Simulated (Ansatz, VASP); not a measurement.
## Two plane-wave programs on Au

```
Au
1.0
     1.44163    0.83232    7.09464
    -1.44163    0.83232    7.09464
     0.00000   -1.66465    7.09464
Au
3
Cartesian
  0.0000 0.0000 0.0000
  0.0000 0.0000 16.5494
  0.0000 0.0000 4.7345
```

Alike in both runs: functional PBEsol; k mesh 12 × 12 × 12; occupations gaussian, width 0.1 eV; no spin polarisation.

Ansatz relaxed the structure, and its values are those at the end. VASP's run is a single point on that final structure, the one shown.

|  | VASP | Ansatz |
| --- | --- | --- |
| version | VASP 6.6.1 | Ansatz 0.2.0 |
| potentials or method | VASP PAW PBE potentials, release 64 (Au), cutoff 520 eV | scalar-relativistic, plane waves, PAW |
| valence electrons in the cell | 33 | 57 |

```csv
,VASP,Ansatz,Ansatz less VASP
gap on the k mesh at the Fermi level (eV),none,none,-
pressure (GPa),-0.2,0.0,+0.23
```

VASP's potentials were made for PBE, not for PBEsol. A gap of «none» marks a metal or a gap that the smearing closes. The functional is the same, so the differences come from potentials, cutoffs and numerics. VASP's potentials hold 33 valence electrons a cell and Ansatz's 57, so a difference there can come from the potentials and not from the codes.

Neither program's run includes spin-orbit coupling.
